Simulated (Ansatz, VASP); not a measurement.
**Fe2Ge in VASP and in Ansatz**

The input INCAR:

```
SYSTEM = Fe2Ge
  PREC = Accurate
  ENCUT = 520
  EDIFF = 1E-7
  ISMEAR = 0
  SIGMA = 0.1
  LREAL = .FALSE.
  LASPH = .TRUE.
  NELM = 150
  ALGO = Normal
  ISIF = 2
  LWAVE = .FALSE.
  LCHARG = .TRUE.
  ISPIN = 2
  MAGMOM = 2.4 2.4 2.4 2.4 0 0
  LORBIT = 11
  LMAXMIX = 4
  GGA = PS
  LELF = .TRUE.
  LVHAR = .TRUE.
  NBANDS = 43
```

File KPOINTS:

```
regular mesh
0
G
  8 8 6
  0 0 0
```

File POSCAR:

```
Fe2Ge
1.0
    4.1872561053      0.0000000000      0.0000000000
   -2.0936229868      3.6262697434      0.0000000000
    0.0000000000      0.0000000000      5.0746621639
Fe Ge
4 2
Direct
    0.0000000000      0.0000000000      0.0000000000
    0.0000000000      0.0000000000      0.5000000000
    0.6666666667      0.3333333333      0.7500000000
    0.3333333333      0.6666666667      0.2500000000
    0.6666666667      0.3333333333      0.2500000000
    0.3333333333      0.6666666667      0.7500000000
```

Input for Ansatz:

```yaml
crystal:
  lattice:
    - [4.187256105266296, 0.0, 0.0]
    - [-2.0936229868361287, 3.6262697433710636, 0.0]
    - [0.0, 0.0, 5.074662163884312]
  atoms:
    - { symbol: Fe, position: [0.0, 0.0, 0.0], spin: 2.4 }
    - { symbol: Fe, position: [0.0, 0.0, 0.5], spin: 2.4 }
    - { symbol: Fe, position: [0.6666666666666666, 0.3333333333333333, 0.75], spin: 2.4 }
    - { symbol: Fe, position: [0.3333333333333333, 0.6666666666666666, 0.25], spin: 2.4 }
    - { symbol: Ge, position: [0.6666666666666666, 0.3333333333333333, 0.25] }
    - { symbol: Ge, position: [0.3333333333333333, 0.6666666666666666, 0.75] }
basis:
  ecutwfc: 510.0
kpoints:
  mp_grid:
    grid: [8, 8, 6]
hamiltonian:
  xc: pbesol
magnetization:
  spin_polarized: true
scf:
  occupations:
    method: gaussian
    width: 0.1
output:
  stress: true
```

Alike in both runs: task single point; functional PBEsol; k mesh 8 × 8 × 6; occupations gaussian, width 0.1 eV; collinear spin.

|  | VASP | Ansatz |
| --- | --- | --- |
| version | VASP 6.6.1 | Ansatz 0.2.0 |
| potentials or method | VASP PAW PBE potentials, release 64 (Fe, Ge_d), cutoff 520 eV | plane waves, PAW |
| valence electrons in the cell | 60 | 92 |

|  | VASP | Ansatz | Ansatz less VASP |
| --- | --- | --- | --- |
| pressure (GPa) | -13.5 | -13.7 | -0.24 |
| traceless stress, the component that is largest in VASP (GPa) | 0.11 | 0.18 | +0.071 |
| net moment per atom (μB) | 1.36 | 1.36 | +0.001 |
| size of the moment on the site where the two differ most (μB) | 0.09 | 0.06 | -0.026 |

VASP's potentials were made for PBE, not for PBEsol. Site moments also hang on the region over which each program counts them. With one functional, cell and mesh, what is left measures potentials, basis and numerics. VASP's potentials hold 60 valence electrons a cell and Ansatz's 92, so a difference there can come from the potentials and not from the codes. Ansatz's warnings: structure snapped to symmetry.
